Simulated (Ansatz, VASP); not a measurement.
Two plane-wave programs on Al

```xyz
14
Lattice="2.8394 0.0000 0.0000 0.0000 6.9551 0.0000 0.0000 0.0000 25.6557" Properties=species:S:1:pos:R:3 pbc="T T T"
Al    1.4197    4.6368    7.5000
Al    0.0000    2.3184    8.3197
Al    1.4197    0.0000    9.1393
Al    0.0000    4.6368    9.9590
Al    1.4197    2.3184   10.7787
Al    0.0000    0.0000   11.5984
Al    1.4197    4.6368   12.4180
Al    0.0000    2.3184   13.2377
Al    1.4197    0.0000   14.0574
Al    0.0000    4.6368   14.8770
Al    1.4197    2.3184   15.6967
Al    0.0000    0.0000   16.5164
Al    1.4197    4.6368   17.3361
Al    0.0000    2.3184   18.1557
```

Alike in both runs: task single point; functional PBEsol; k mesh 12 × 5 × 1; occupations gaussian, width 0.1 eV; no spin polarisation.

```csv
,VASP,Ansatz
version,VASP 6.6.1,Ansatz 0.2.0
potentials or method,"VASP PAW PBE potentials, release 64 (Al), cutoff 520 eV","scalar-relativistic, plane waves, PAW"
valence electrons in the cell,42,42
```

```tsv
	VASP	Ansatz	Ansatz less VASP
gap on the k mesh at the Fermi level (eV)	none	none	-
rms of the force components (eV/Å)	0.064	0.064	-0.0002
```

VASP's potentials were made for PBE, not for PBEsol. Atom by atom the forces differ by 0.001 eV/Å (rms over components). A gap of «none» marks a metal or a gap that the smearing closes. With one functional, cell and mesh, what is left measures potentials, basis and numerics.
